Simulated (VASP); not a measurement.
# Pd (Fd-3m) in VASP: a series of runs

The runs below take Pd through single point, with RPBE.

All numbers are computed with VASP 6.6.1; they aren't measurements. Logs are shortened: lines on timing, memory, paths and dates and some standing lists are left out, and cuts for length are marked.

### Step 1. The cell of the first run

Symmetry: Fd-3m, No. 227, cubic system. The conventional cell has a = 5.896 Å, b = 5.896 Å, c = 5.896 Å, α = 90.00°, β = 90.00°, γ = 90.00°. Within 3.4 Å of Pd (site symmetry -43m) lie 4 Pd at 2.55 Å.

This isn't the form of Pd at room conditions, which is fcc.

### Step 2. Single point, RPBE, collinear spin

Contents of INCAR:

```
ALGO = Normal
EDIFF = 1E-6
ENCUT = 520
GGA = RP
ISIF = 2
ISMEAR = -1
ISPIN = 2
LASPH = True
LCHARG = False
LMAXMIX = 4
LORBIT = 11
LREAL = False
LWAVE = False
MAGMOM = 0.5 -0.5
NBANDS = 21
NELM = 150
PREC = Accurate
SIGMA = 0.05
```

Contents of KPOINTS:

```
k-points
0
Gamma
  10 10 10
```

Contents of POSCAR:

```
Pd
1.0
    0.0000000000      2.9478184417      2.9478184417
    2.9478184417      0.0000000000      2.9478184417
    2.9478184417      2.9478184417      0.0000000000
Pd
2
Direct
    0.1250000000      0.1250000000      0.1250000000
    0.8750000000      0.8750000000      0.8750000000
```

Potentials or basis: VASP PAW PBE potentials, release 64 (Pd).

Started as:

```
cat potpaw_PBE.64/Pd/POTCAR > POTCAR
mpirun -np 1 vasp_std > vasp.out
```

OUTCAR:

```text
EDIFF = 1E-6
   ENCUT = 520
   GGA = RP
   ISIF = 2
   ISMEAR = -1
   ISPIN = 2
   LASPH = True
   LORBIT = 11
   LREAL = False
   NELM = 150
   PREC = Accurate

 ion  position               nearest neighbor table
   1  0.125  0.125  0.125-   2 2.55   2 2.55   2 2.55   2 2.55
   2  0.875  0.875  0.875-   1 2.55   1 2.55   1 2.55   1 2.55

  LATTYP: Found a face centered cubic cell.
 ALAT       =     5.8956368834

  Lattice vectors:

 A1 = (   0.0000000000,   2.9478184417,   2.9478184417)
 A2 = (   2.9478184417,   0.0000000000,   2.9478184417)
 A3 = (   2.9478184417,   2.9478184417,   0.0000000000)

Analysis of symmetry for initial positions (statically):
=====================================================================
 Subroutine PRICEL returns:
 Original cell was already a primitive cell.

 Routine SETGRP: Setting up the symmetry group for a
 face centered cubic supercell.

 Subroutine GETGRP returns: Found 48 space group operations
 (whereof 12 operations were pure point group operations)
 out of a pool of 48 trial point group operations.

The static configuration has the point symmetry D_3d.
 The point group associated with its full space group is O_h .

Analysis of symmetry for dynamics (positions and initial velocities):
=====================================================================
 Subroutine PRICEL returns:
 Original cell was already a primitive cell.

 Routine SETGRP: Setting up the symmetry group for a
 face centered cubic supercell.

 Subroutine GETGRP returns: Found 48 space group operations
 (whereof 12 operations were pure point group operations)
 out of a pool of 48 trial point group operations.

The dynamic configuration has the point symmetry D_3d.
 The point group associated with its full space group is O_h .

Analysis of structural, dynamic, and magnetic symmetry:
=====================================================================
 Subroutine PRICEL returns:
 Original cell was already a primitive cell.

 Routine SETGRP: Setting up the symmetry group for a
 face centered cubic supercell.

 Subroutine GETGRP returns: Found 48 space group operations
 (whereof 12 operations were pure point group operations)
 out of a pool of 48 trial point group operations.

The overall configuration has the point symmetry D_3d.
 The point group associated with its full space group is O_h .

 Subroutine INISYM returns: Found 48 space group operations
 (whereof 12 operations are pure point group operations),
 and found     1 'primitive' translations

----------------------------------------------------------------------------------------

                                     Primitive cell

  volume of cell :      51.2309

  direct lattice vectors                    reciprocal lattice vectors
     0.000000000  2.947818442  2.947818442    -0.169616959  0.169616959  0.169616959
     2.947818442  0.000000000  2.947818442     0.169616959 -0.169616959  0.169616959
     2.947818442  2.947818442  0.000000000     0.169616959  0.169616959 -0.169616959

  length of vectors
     4.168844820  4.168844820  4.168844820     0.293785191  0.293785191  0.293785191

  position of ions in fractional coordinates (direct lattice)
     0.125000000  0.125000000  0.125000000
     0.875000000  0.875000000  0.875000000

  ion indices of the primitive-cell ions
   primitive index   ion index
                 1           1
                 2           2

----------------------------------------------------------------------------------------

 KPOINTS: k-points

Automatic generation of k-mesh.
 Grid dimensions read from file:
 generate k-points for:   10   10   10

 Generating k-lattice:

  Cartesian coordinates                     Fractional coordinates (reciprocal lattice)
    -0.016961696  0.016961696  0.016961696     0.100000000  0.000000000  0.000000000
     0.016961696 -0.016961696  0.016961696     0.000000000  0.100000000  0.000000000
     0.016961696  0.016961696 -0.016961696     0.000000000  0.000000000  0.100000000

  Length of vectors
     0.029378519  0.029378519  0.029378519

[... 44 lines left out ...]

 number of electron      20.0000006 magnetization       0.0000000

 number of electron      20.0000006 magnetization      -0.0000000

 Free energy of the ion-electron system (eV)
  ---------------------------------------------------
  ext. energy  EPLUGINS =         0.00000000
  ---------------------------------------------------
  free energy    TOTEN  =        -7.23467547 eV

  energy without entropy =       -7.17250344  energy(sigma->0) =       -7.20358946

 E-fermi :   3.6173     XC(G=0):  -9.4821

 val. band max:        3.6131753310   @ k =   0.3000   0.2000   0.1000
 cond. band min:       3.6273127430   @ k =   0.2000   0.2000   0.0000
 fundamental gap:      0.0141374120
 Fermi energy:         3.6172855452

 spin component 1

 k-point     1 :       0.0000    0.0000    0.0000
  band No.  band energies     occupation
      1      -0.5473      1.00000
      2       0.5686      1.00000
      3       0.5686      1.00000
      4       0.6712      1.00000
      5       0.6712      1.00000
      6       0.6712      1.00000
[... 13 lines left out ...]
     20      17.5624      0.00000
     21      17.5624      0.00000
[... 529 lines left out ...]
 k-point    24 :       0.4000    0.3000    0.0000
  band No.  band energies     occupation
      1       0.1195      1.00000
      2       0.5545      1.00000
      3       0.6012      1.00000
      4       0.9885      1.00000
      5       1.2946      1.00000
      6       1.4153      1.00000
[... 13 lines left out ...]
     20      21.9878      0.00000
     21      23.0412      0.00000

 [... further k-points ...]

 spin component 2

 k-point     1 :       0.0000    0.0000    0.0000
  band No.  band energies     occupation
      1      -0.5473      1.00000
      2       0.5686      1.00000
      3       0.5686      1.00000
      4       0.6712      1.00000
      5       0.6712      1.00000
      6       0.6712      1.00000
[... 13 lines left out ...]
     20      17.5624      0.00000
     21      17.5624      0.00000
[... 529 lines left out ...]
 k-point    24 :       0.4000    0.3000    0.0000
  band No.  band energies     occupation
      1       0.1195      1.00000
      2       0.5545      1.00000
      3       0.6012      1.00000
      4       0.9885      1.00000
      5       1.2946      1.00000
      6       1.4153      1.00000
[... 13 lines left out ...]
     20      21.9878      0.00000
     21      23.0412      0.00000

 [... further k-points ...]

------------------------ aborting loop because EDIFF is reached ----------------------------------------

  FORCE on cell =-STRESS in cart. coord.  units (eV):
  Direction    XX          YY          ZZ          XY          YZ          ZX
  --------------------------------------------------------------------------------------
  -------------------------------------------------------------------------------------
  Total       -0.0806381     -0.0806381     -0.0806381     -0.0000000      0.0000000      0.0000000
  in kB       -2.5218464     -2.5218464     -2.5218464     -0.0000000      0.0000000      0.0000000
  external PRESSURE =      -2.5218464 kB  Pullay stress =       0.0000000 kB

 VOLUME and BASIS-vectors are now :
 -----------------------------------------------------------------------------
  energy-cutoff  :      520.00
  volume of cell :       51.23
      direct lattice vectors                 reciprocal lattice vectors
     0.000000000  2.947818442  2.947818442    -0.169616959  0.169616959  0.169616959
     2.947818442  0.000000000  2.947818442     0.169616959 -0.169616959  0.169616959
     2.947818442  2.947818442  0.000000000     0.169616959  0.169616959 -0.169616959

 POSITION                                       TOTAL-FORCE (eV/Angst)
 -----------------------------------------------------------------------------------
      0.73695      0.73695      0.73695         0.000000     -0.000000      0.000000
      5.15868      5.15868      5.15868        -0.000000      0.000000     -0.000000
 -----------------------------------------------------------------------------------
    total drift:                                0.000000      0.000000     -0.000000

  FREE ENERGIE OF THE ION-ELECTRON SYSTEM (eV)
  ---------------------------------------------------
  free  energy   TOTEN  =        -7.2346754668 eV

  energy  without entropy=       -7.1725034432  energy(sigma->0) =       -7.20358946

 total charge

# of ion       s       p       d       tot
------------------------------------------
    1        0.473   0.259   8.528   9.259
    2        0.473   0.259   8.528   9.259
--------------------------------------------------
tot          0.946   0.518  17.055  18.519

 magnetization (x)

# of ion       s       p       d       tot
------------------------------------------
    1        0.000   0.000   0.000   0.000
    2       -0.000  -0.000  -0.000  -0.000
--------------------------------------------------
tot          0.000   0.000   0.000   0.000
```

Run time: 44 s. Hardware: 1 thread of AMD EPYC 9R45 (Zen 5), shared host; peak memory 0.21 GiB.

Results:

| Quantity | Value |
| --- | --- |
| Free energy | -7.2347 eV |
| Pressure | -0.3 GPa |
| Band gap on the k mesh | zero (filled and empty bands overlap) |
| Net moment | 0.00 μB per cell |
| Valence electrons inside the program's atomic spheres | Pd 9.26 |

Caveat: the PAW data sets were made with another functional, which shifts forces and pressure a little.

### Step 3. Single point, RPBE, collinear spin (25.62 Å³/atom)

Contents of INCAR:

```
  ALGO = Normal
  EDIFF = 1E-7
  ENCUT = 520
  GGA = RP
  ISIF = 2
  ISMEAR = -1
  ISPIN = 2
  LASPH = T
  LCHARG = T
  LELF = T
  LMAXMIX = 4
  LORBIT = 11
  LREAL = F
  LVHAR = T
  LWAVE = F
  MAGMOM = -0.447 -0.447
  NBANDS = 21
  NELM = 150
  PREC = Accurate
  SIGMA = 0.05
```

KPOINTS is that of step 2.

POSCAR is that of step 2.

Potentials or basis: VASP PAW PBE potentials, release 64 (Pd).

Started as:

```
cat potpaw_PBE.64/Pd/POTCAR > POTCAR
mpirun -np 1 vasp_std > vasp.out
```

It took 50 s on 1 thread of AMD EPYC 9R45 (Zen 5), shared host; peak memory 0.21 GiB.

Results (log left out):

```yaml
Free_energy: -7.2553 eV
Pressure: -0.2 GPa
Net_moment: -0.90 μB per cell
Site_moments: Pd -0.45 μB
Valence_electrons_inside_the_program's_atomic_spheres: Pd 9.26
```

Levels at points of the mesh, in eV from the Fermi level:
Spin up:
| k point | band 8 | band 9 | band 10 | band 11 | band 12 | band 13 |
| --- | --- | --- | --- | --- | --- | --- |
| (0.00, 0.00, 0.00) | -1.10 | -1.10 | -0.07 | -0.07 | 11.22 | 11.22 |
| (0.50, 0.00, 0.00) | -0.85 | -0.19 | -0.19 | 0.17 | 1.32 | 8.25 |
| (0.50, 0.50, 0.00) | -1.57 | -0.02 | -0.02 | 1.95 | 1.95 | 4.79 |
Spin down:
```
           k point  band 7  band 8  band 9  band 10  band 11  band 12  band 13  band 14  band 15  band 16
(0.00, 0.00, 0.00)   -1.44   -1.44   -1.44    -0.40    -0.40    11.15    11.15    11.15    11.64    11.64
(0.50, 0.00, 0.00)   -1.15   -1.15   -0.56    -0.56     0.15     1.06     8.18     8.18    10.47    12.12
(0.50, 0.50, 0.00)   -1.87   -1.87   -0.40    -0.40     1.78     1.78     4.77     4.77     9.13     9.13
```

Caveat: the PAW data sets were made with another functional, which shifts forces and pressure a little.

### Step 4. Single point, RPBE, collinear spin (26.64 Å³/atom)

This run uses another cell than the first one, of 26.64 Å³/atom.

Contents of INCAR:

```
PREC     = Accurate       # precision mode
ENCUT    = 520            # plane-wave cutoff, eV
EDIFF    = 1E-6           # SCF threshold, eV
ISMEAR   = -1             # smearing method
SIGMA    = 0.05           # smearing width, eV
LREAL    = F              # projectors in reciprocal space
LASPH    = T              # aspherical terms in the spheres
NELM     = 150            # most SCF steps
ALGO     = Normal         # electronic algorithm
ISIF     = 2              # what is computed and relaxed
LWAVE    = F              # write WAVECAR
LCHARG   = T              # write CHGCAR
ISPIN    = 2              # spin polarisation
MAGMOM   = -0.447 -0.447  # initial moments
LORBIT   = 11             # projections on sites
LMAXMIX  = 4              # l up to which the mixer works
GGA      = RP             # functional
LELF     = T              # ELF
LVHAR    = T            
NBANDS   = 21             # bands
```

Contents of KPOINTS:

```
regular mesh
0
Gamma
  10 10 10
```

Contents of POSCAR:

```
Pd
1.0
    0.0000000000      2.9866099749      2.9866099749
    2.9866099749      0.0000000000      2.9866099749
    2.9866099749      2.9866099749      0.0000000000
Pd
2
Direct
    0.1250000000      0.1250000000      0.1250000000
    0.8750000000      0.8750000000      0.8750000000
```

Started as:

```
cat potpaw_PBE.64/Pd/POTCAR > POTCAR
mpirun -np 1 vasp_std > vasp.out
```

It took 42 s on 1 thread of AMD EPYC 9R45 (Zen 5), shared host; peak memory 0.21 GiB.

The run converged. Its results:

- Free energy: -7.2402 eV
- Pressure: -2.1 GPa
- Net moment: -0.90 μB per cell
- Site moments: Pd -0.44 μB
- Valence electrons inside the program's atomic spheres: Pd 9.21

Levels at points of the mesh, in eV from the Fermi level:
Spin up:
| k point | band 8 | band 9 | band 10 | band 11 | band 12 | band 13 |
| --- | --- | --- | --- | --- | --- | --- |
| (0.00, 0.00, 0.00) | -1.03 | -1.03 | -0.08 | -0.08 | 10.93 | 10.93 |
| (0.50, 0.00, 0.00) | -0.80 | -0.18 | -0.18 | 0.28 | 1.27 | 8.06 |
| (0.50, 0.50, 0.00) | -1.48 | -0.02 | -0.02 | 1.92 | 1.92 | 4.76 |
Spin down:
| k point | band 8 | band 9 | band 10 | band 11 | band 12 | band 13 | band 14 | band 15 |
| --- | --- | --- | --- | --- | --- | --- | --- | --- |
| (0.00, 0.00, 0.00) | -1.37 | -1.37 | -0.40 | -0.40 | 10.85 | 10.85 | 10.85 | 11.37 |
| (0.50, 0.00, 0.00) | -1.10 | -0.55 | -0.55 | 0.26 | 1.01 | 7.99 | 7.99 | 10.40 |
| (0.50, 0.50, 0.00) | -1.77 | -0.40 | -0.40 | 1.75 | 1.75 | 4.74 | 4.74 | 8.94 |

Caveat: the PAW data sets were made with another functional, which shifts forces and pressure a little.

### Step 5. Single point, RPBE, collinear spin (27.66 Å³/atom)

This run uses another cell than the first one, of 27.66 Å³/atom.

Contents of INCAR:

```
  PREC = Accurate
  ENCUT = 520
  EDIFF = 1E-6
  ISMEAR = -1
  SIGMA = 0.05
  LREAL = False
  LASPH = True
  NELM = 150
  ALGO = Normal
  ISIF = 2
  LWAVE = False
  LCHARG = False
  ISPIN = 2
  MAGMOM = -0.447 -0.447
  LORBIT = 11
  LMAXMIX = 4
  GGA = RP
  NBANDS = 21
```

Contents of KPOINTS:

```
Automatic mesh
0
Gamma
  10 10 10
```

Contents of POSCAR:

```
Pd
1.0
    0.0000000000      3.0244191783      3.0244191783
    3.0244191783      0.0000000000      3.0244191783
    3.0244191783      3.0244191783      0.0000000000
Pd
2
Direct
    0.1250000000      0.1250000000      0.1250000000
    0.8750000000      0.8750000000      0.8750000000
```

Started as:

```
cat potpaw_PBE.64/Pd/POTCAR > POTCAR
mpirun -np 1 vasp_std > vasp.out
```

It took 40 s on 1 thread of AMD EPYC 9R45 (Zen 5), shared host; peak memory 0.21 GiB.

The run converged. Its results:

```
Free energy                                           : -7.2039 eV
Pressure                                              : -3.6 GPa
Net moment                                            : -0.89 μB per cell
Site moments                                          : Pd -0.44 μB
Valence electrons inside the program's atomic spheres : Pd 9.18
```

Levels at points of the mesh, in eV from the Fermi level:
Spin up:
```
           k point  band 8  band 9  band 10  band 11  band 12  band 13
(0.00, 0.00, 0.00)   -0.97   -0.97    -0.08    -0.08    10.65    10.65
(0.50, 0.00, 0.00)   -0.76   -0.18    -0.18     0.38     1.23     7.88
(0.50, 0.50, 0.00)   -1.40   -0.02    -0.02     1.88     1.88     4.73
```
Spin down:
```tsv
k point	band 7	band 8	band 9	band 10	band 11	band 12	band 13	band 14	band 15	band 16
(0.00, 0.00, 0.00)	-1.30	-1.30	-1.30	-0.40	-0.40	10.56	10.56	10.56	11.12	11.12
(0.50, 0.00, 0.00)	-1.05	-1.05	-0.53	-0.53	0.35	0.97	7.82	7.82	10.32	11.44
(0.50, 0.50, 0.00)	-1.68	-1.68	-0.40	-0.40	1.72	1.72	4.70	4.70	8.77	8.77
```

Caveat: the cell stands under tension; the PAW data sets were made with another functional, which shifts forces and pressure a little.

### Step 6. Single point, RPBE, collinear spin (28.69 Å³/atom)

This run uses another cell than the first one, of 28.69 Å³/atom.

Contents of INCAR:

```
ALGO = Normal
EDIFF = 1E-6
ENCUT = 520
GGA = RP
ISIF = 2
ISMEAR = -1
ISPIN = 2
LASPH = True
LCHARG = False
LMAXMIX = 4
LORBIT = 11
LREAL = False
LWAVE = False
MAGMOM = -0.447 -0.447
NBANDS = 21
NELM = 150
PREC = Accurate
SIGMA = 0.05
```

Contents of KPOINTS:

```
k-points
0
Gamma
  10 10 10
```

Contents of POSCAR:

```
Pd
1.0
    0.0000000000      3.0613059744      3.0613059744
    3.0613059744      0.0000000000      3.0613059744
    3.0613059744      3.0613059744      0.0000000000
Pd
2
Direct
    0.1250000000      0.1250000000      0.1250000000
    0.8750000000      0.8750000000      0.8750000000
```

Potentials or basis: VASP PAW PBE potentials, release 64 (Pd).

Started as:

```
cat potpaw_PBE.64/Pd/POTCAR > POTCAR
mpirun -np 1 vasp_std > vasp.out
```

Wall time 40 s (1 thread of AMD EPYC 9R45 (Zen 5), shared host); peak memory 0.22 GiB.

The run converged. Its results:

* Free energy: -7.1515 eV
* Pressure: -4.7 GPa
* Net moment: -0.87 μB per cell
* Site moments: Pd -0.43 μB
* Valence electrons inside the program's atomic spheres: Pd 9.15

Levels at points of the mesh, in eV from the Fermi level:
Spin up:
```csv
k point,band 6,band 7,band 8,band 9,band 10,band 11,band 12,band 13,band 14,band 15
"(0.00, 0.00, 0.00)",-2.44,-0.91,-0.91,-0.91,-0.09,-0.09,10.38,10.38,10.38,10.98
"(0.50, 0.00, 0.00)",-2.31,-0.73,-0.73,-0.17,-0.17,0.47,1.19,7.72,7.72,10.30
"(0.50, 0.50, 0.00)",-1.44,-1.32,-1.32,-0.03,-0.03,1.85,1.85,4.70,4.70,8.72
```
Spin down:
```csv
k point,band 7,band 8,band 9,band 10,band 11,band 12,band 13,band 14,band 15,band 16
"(0.00, 0.00, 0.00)",-1.24,-1.24,-1.24,-0.39,-0.39,10.30,10.30,10.30,10.89,10.89
"(0.50, 0.00, 0.00)",-1.01,-1.01,-0.52,-0.52,0.44,0.93,7.65,7.65,10.26,11.09
"(0.50, 0.50, 0.00)",-1.60,-1.60,-0.39,-0.39,1.69,1.69,4.67,4.67,8.61,8.61
```

Caveat: the cell stands under tension; the PAW data sets were made with another functional, which shifts forces and pressure a little.

### Step 7. The runs side by side

```tsv
cell	gap on the mesh (eV)	pressure (GPa)	moment (μB)
a = 4.169 Å, angles 60.0°, 2 atoms	none	-0.2	0.90
a = 4.224 Å, angles 60.0°, 2 atoms	none	-2.1	0.90
a = 4.277 Å, angles 60.0°, 2 atoms	none	-3.6	0.89
a = 4.329 Å, angles 60.0°, 2 atoms	none	-4.7	0.87
```

Alike in all rows: task single point; level RPBE; potentials or basis VASP PAW PBE potentials, release 64 (Pd); spin collinear; k mesh 10 × 10 × 10; cutoff (eV) 520; smearing fermi-dirac 0.05 eV.

Caveats: the PAW data sets were made with another functional, which shifts forces and pressure a little; the cell stands under tension (at least some runs).

Absolute energies hang on the potentials; compare differences alone.
